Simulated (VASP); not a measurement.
# Cu (I4/mmm) in VASP: further runs, part 2 of 2

VASP 6.6.1.

### Step 4. Single point, PBEsol

This run uses another cell than the first one, of 12.37 Å³/atom, 1.052 times its volume.

Input file INCAR:

```
ALGO = Normal ; EDIFF = 1E-7
ENCUT = 520 ; GGA = PS
ISIF = 2 ; ISMEAR = 1
LASPH = True ; LCHARG = False
LREAL = False ; LWAVE = False
NBANDS = 12 ; NELM = 80
PREC = Accurate ; SIGMA = 0.1
```

Input file KPOINTS:

```
k-points
0
Gamma
  14 14 14
```

Input file POSCAR:

```
Cu
1.0
   -1.4802851239      1.4802851239      1.4118397081
    1.4802851239     -1.4802851239      1.4118397081
    1.4802851239      1.4802851239     -1.4118397081
Cu
1
Direct
    0.0000000000      0.0000000000      0.0000000000
```

Potentials or basis: VASP PAW PBE potentials, release 64 (Cu).

Command:

```console
$ cat potpaw_PBE.64/Cu/POTCAR > POTCAR
$ mpirun -np 1 vasp_std > vasp.out
```

OUTCAR:

```text
EDIFF = 1E-7
   ENCUT = 520
   GGA = PS
   ISIF = 2
   ISMEAR = 1
   LASPH = True
   LREAL = False
   NELM = 80
   PREC = Accurate

 ion  position               nearest neighbor table
   1  0.000  0.000  0.000-

  LATTYP: Found a body centered tetragonal cell.
 ALAT       =     2.9605702478
 C/A-ratio  =     0.9537620052

  Lattice vectors:

 A1 = (  -1.4802851239,   1.4802851239,   1.4118397081)
 A2 = (   1.4802851239,  -1.4802851239,   1.4118397081)
 A3 = (   1.4802851239,   1.4802851239,  -1.4118397081)

Analysis of symmetry for initial positions (statically):
=====================================================================
 Subroutine PRICEL returns:
 Original cell was already a primitive cell.

 Routine SETGRP: Setting up the symmetry group for a
 body centered tetragonal supercell.

 Subroutine GETGRP returns: Found 16 space group operations
 (whereof 16 operations were pure point group operations)
 out of a pool of 16 trial point group operations.

The static configuration has the point symmetry D_4h.

Analysis of symmetry for dynamics (positions and initial velocities):
[... 167 lines left out ...]
      2       3.7579      2.00000
      3       3.9316      2.00000
      4       3.9316      2.00000
      5       4.7188      2.00000
      6       4.9063      2.00000
      7      30.9192      0.00000
      8      30.9192      0.00000
      9      32.1522      0.00000
     10      34.0089      0.00000
     11      34.0089      0.00000
     12      34.5868      0.00000
[... 331 lines left out ...]
 k-point    24 :       0.2857    0.1429    0.0000
  band No.  band energies     occupation
      1       1.9611      2.00000
      2       3.3044      2.00000
      3       3.8100      2.00000
      4       4.6982      2.00000
      5       5.0535      2.00000
      6       5.9013      2.00000
      7      15.4801      0.00000
      8      19.8980      0.00000
      9      23.8880      0.00000
     10      29.8293      0.00000
     11      33.7460      0.00000
     12      35.2393      0.00000

 [... further k-points ...]

------------------------ aborting loop because EDIFF is reached ----------------------------------------

  FORCE on cell =-STRESS in cart. coord.  units (eV):
  Direction    XX          YY          ZZ          XY          YZ          ZX
  --------------------------------------------------------------------------------------
  -------------------------------------------------------------------------------------
  Total       -0.8246470     -0.8246470     -0.8660154      0.0000000      0.0000000      0.0000000
  in kB     -106.7683560   -106.7683560   -112.1243762      0.0000000      0.0000000      0.0000000
  external PRESSURE =    -108.5536961 kB  Pullay stress =       0.0000000 kB

 VOLUME and BASIS-vectors are now :
 -----------------------------------------------------------------------------
  energy-cutoff  :      520.00
  volume of cell :       12.37
      direct lattice vectors                 reciprocal lattice vectors
    -1.480285124  1.480285124  1.411839708     0.000000000  0.337772765  0.354147852
     1.480285124 -1.480285124  1.411839708     0.337772765  0.000000000  0.354147852
     1.480285124  1.480285124 -1.411839708     0.337772765  0.337772765  0.000000000

 POSITION                                       TOTAL-FORCE (eV/Angst)
 -----------------------------------------------------------------------------------
      0.00000      0.00000      0.00000         0.000000     -0.000000     -0.000000
 -----------------------------------------------------------------------------------
    total drift:                               -0.000000     -0.000000      0.000000

  FREE ENERGIE OF THE ION-ELECTRON SYSTEM (eV)
  ---------------------------------------------------
  free  energy   TOTEN  =        -4.2286090530 eV

  energy  without entropy=       -4.2281566349  energy(sigma->0) =       -4.22845825
```

stdout:

```text
POSCAR found type information on POSCAR Cu
 POSCAR found :  1 types and       1 ions
 scaLAPACK will be used
 -----------------------------------------------------------------------------
|                                                                             |
|                                                                             |
|     You enforced a specific xc type in the INCAR file but a different       |
|     I HOPE YOU KNOW WHAT YOU ARE DOING!                                     |
|                                                                             |
 -----------------------------------------------------------------------------

 LDA part: xc-table for (Slater+PW92), standard interpolation
 POSCAR, INCAR and KPOINTS ok, starting setup
 FFT: planning ... GRIDC
 FFT: planning ... GRID_SOFT
 FFT: planning ... GRID
 WAVECAR not read
 entering main loop
```

It took 53 s on 1 thread of AMD EPYC 7R43 (Zen 3), shared host; peak memory 0.11 GiB.

What came out:

- Free energy: -4.2286 eV
- Pressure: -10.9 GPa

Levels at points of the mesh, in eV from the Fermi level:
```csv
k point,band 4,band 5,band 6,band 7,band 8,band 9
"(0.00, 0.00, 0.00)",-2.88,-2.10,-1.91,24.11,24.11,25.34
"(0.50, 0.00, 0.00)",-1.82,-1.31,-0.36,4.28,16.53,16.72
"(0.50, 0.50, 0.00)",-1.94,-1.34,-0.70,3.78,17.86,17.95
"(0.50, 0.50, 0.50)",-1.49,-1.44,7.41,7.41,9.15,12.81
```

Caveat: the PAW data sets were made with another functional, which shifts forces and pressure a little.

### Step 5. The runs side by side

```tsv
cell	gap on the mesh (eV)	pressure (GPa)
a = 2.483 Å, angles 108.2, 108.2, 112.0°, 1 atom	none	-4.6
a = 2.504 Å, angles 108.2, 108.2, 112.0°, 1 atom	none	-8.0
a = 2.525 Å, angles 108.2, 108.2, 112.0°, 1 atom	none	-10.9
```

Alike in all rows: task single point; level PBEsol; potentials or basis VASP PAW PBE potentials, release 64 (Cu); no spin polarisation; k mesh 14 × 14 × 14; cutoff (eV) 520; smearing methfessel-paxton 0.1 eV.

Caveats: the PAW data sets were made with another functional, which shifts forces and pressure a little.

Absolute energies hang on the potentials; compare differences alone.
